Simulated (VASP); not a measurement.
The system is FePt.

```
CELL_PARAMETERS angstrom
2.69851 -0.01608 0.03578
-0.01608 2.73027 0.03646
0.09873 0.10059 7.56592
ATOMIC_POSITIONS crystal
Fe 0.53166 0.44979 0.24867
Fe 0.48948 0.53747 0.73807
Pt 0.96668 0.00937 0.98839
Pt 0.01218 0.00337 0.52487
```

```yaml
Program: VASP 6.6.1
Task: relaxation of cell and atoms
Functional: PBE
Potentials_or_basis: VASP PAW PBE potentials, release 64 (Fe, Pt)
Cutoff: 600 eV
k_mesh: 8 × 8 × 4
Occupations: gaussian, width 0.2 eV
Spin: collinear spin, ferromagnetic start
Starting_moments: "[3.28, 3.28, 0.42, 0.42] μB"
```

At the start: pressure 6.4 GPa; volume 13.93 Å³/atom.

Problem. How do energy, volume and symmetry change on relaxing?

Solution. Over 16 steps the energy falls by 123.4 meV/atom and the volume is 13.99 Å³/atom (+0.5 %); space group P1 (No. 1, to 0.1 Å) before, P4/mmm (No. 123, to 0.1 Å); moment 6.64 μB per cell.

The path:
```csv
step,energy change (eV),largest force (eV/Å),pressure (GPa),volume (Å³)
1,0.0000,2.7834,6.41,55.72
2,-0.2268,0.4824,-11.38,60.31
3,-0.2816,0.8383,-6.83,58.71
4,-0.3994,0.6766,3.78,55.26
5,-0.4035,0.6453,1.90,55.77
6,-0.4529,0.4877,0.62,55.96
7,-0.4710,0.4656,-0.34,56.17
8,-0.4869,0.2427,0.25,55.95
9,-0.4891,0.2172,0.65,55.83
10,-0.4913,0.0935,-1.20,56.34
11,-0.4917,0.1242,-0.73,56.21
12,-0.4932,0.0411,0.30,55.91
13,-0.4933,0.0404,0.08,55.97
14,-0.4935,0.0272,-0.04,56.01
15,-0.4935,0.0261,-0.05,56.01
16,-0.4937,0.0182,0.06,55.98
```

Final structure:
```
Fe Pt
1.0
     2.73101   -0.00009    0.00000
     0.00008    2.73032    0.00024
    -0.00028   -0.00073    7.50746
Fe Pt
2 2
Direct
  0.49992 0.50050 0.25002
  0.50003 0.49975 0.75005
  0.99893 0.99956 0.99985
  0.00112 0.00019 0.50008
```
